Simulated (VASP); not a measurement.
Runs of VASP 6.6.1 on KMgF3. The structure is that of space group Pm-3m (No. 221), or close to it. The cells are those of the table. 

```tsv
task	level	potentials or basis	cell	k mesh	cutoff (eV)	gap on the mesh (eV)	pressure (GPa)
single point	PBEsol	VASP PAW PBE potentials, release 64 (K_sv, Mg, F)	a = 3.991 Å, 5 atoms	7 × 7 × 7	520	7.13	(b)
relaxation of cell and atoms	LDA	VASP PAW LDA potentials, release 64 (K_sv, Mg, F)	relaxed from a = 3.986 Å, 5 atoms	7 × 7 × 7	600	(c)	0.0
single point	r2SCAN	VASP PAW PBE potentials, release 64 (K_sv, Mg, F)	a = 3.948 Å, 5 atoms	7 × 7 × 7	520	8.51	1.4
single point	LDA	VASP PAW LDA potentials, release 64 (K_sv, Mg, F)	a = 3.986 Å, 5 atoms	7 × 7 × 7	520	6.99	-5.3
single point	r2SCAN	VASP PAW PBE potentials, release 64 (K_sv, Mg, F)	a = 3.757 Å, 5 atoms	7 × 7 × 7	520	(a)	19.5
single point	PBEsol	VASP PAW PBE potentials, release 64 (K_sv, Mg, F)	a = 3.986 Å, 5 atoms	7 × 7 × 7	520	7.16	-0.1
single point	r2SCAN	VASP PAW PBE potentials, release 64 (K_sv, Mg, F)	a = 3.906 Å, 5 atoms	7 × 7 × 7	520	8.78	4.4
single point	PBE	VASP PAW PBE potentials, release 64 (K_sv, Mg, F)	a = 3.986 Å, angles 90.0, 90.0, 88.9°, 5 atoms	6 × 6 × 6	520	7.30	3.4
```

Alike in all rows: no spin polarisation; smearing fermi-dirac 0.05 eV.

Task: Fill in the values left out.

Result: (a) 9.86; (b) -0.4; (c) 7.56.

Caveats: the PAW data sets were made with another functional, which shifts forces and pressure a little (some runs).

A k mesh can miss the band edges.
